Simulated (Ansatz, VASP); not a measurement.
# Two plane-wave programs on Cu

File INCAR:

```
SYSTEM = Cu
ALGO = Normal ; EDIFF = 1E-6
EDIFFG = -0.002 ; ENCUT = 600
IBRION = 2 ; ISIF = 3
ISMEAR = 0 ; LASPH = .True.
LCHARG = .False. ; LREAL = .False.
LWAVE = .False. ; NELM = 80
NSW = 80 ; PREC = Accurate
SIGMA = 0.1
```

Contents of KPOINTS:

```
k-points
0
Gamma
  18 18 18
  0 0 0
```

File POSCAR:

```
Cu
1.0
    0.0000000000      1.8075000000      1.8075000000
    1.8075000000      0.0000000000      1.8075000000
    1.8075000000      1.8075000000      0.0000000000
Cu
1
Direct
    0.0000000000      0.0000000000      0.0000000000
```

Input for Ansatz:

```yaml
crystal:
  lattice:
    - [0.0, 1.8075, 1.8075]
    - [1.8075, 0.0, 1.8075]
    - [1.8075, 1.8075, 0.0]
  atoms:
    - { symbol: Cu, position: [0.0, 0.0, 0.0] }
scf:
  occupations: { method: gaussian, width: 0.1 }
output:
  forces: true
  stress: true
hamiltonian:
  xc: lda
kpoints:
  mp_grid: { grid: [18, 18, 18] }
relax:
  f_tol: 0.002
  cell: { stress_tol: 0.02 }
```

Alike in both runs: task relaxation of cell and atoms; functional LDA; k mesh 18 × 18 × 18; occupations gaussian, width 0.1 eV; no spin polarisation.

```csv
,VASP,Ansatz
version,VASP 6.6.1,Ansatz 0.2.0
potentials or method,"VASP PAW LDA potentials, release 64 (Cu)","scalar-relativistic, plane waves, PAW"
plane-wave cutoff (eV),600,420
valence electrons in the cell,11,19
```

VASP gave:

| Property | Result |
| --- | --- |
| relaxed volume (Å³/atom) | 10.94 |
| relaxed cell length with the largest relative difference (Å) | 2.492 |

Question: Which values does Ansatz return?

Answer: Relaxed volume (Å³/atom): 10.89; relaxed cell length with the largest relative difference (Å): 2.488.

LDA's correlation is that of Perdew and Zunger in VASP and of Perdew and Wang (1992) in Ansatz. VASP's potentials hold 11 valence electrons a cell and Ansatz's 19, so a difference there can come from the potentials and not from the codes.
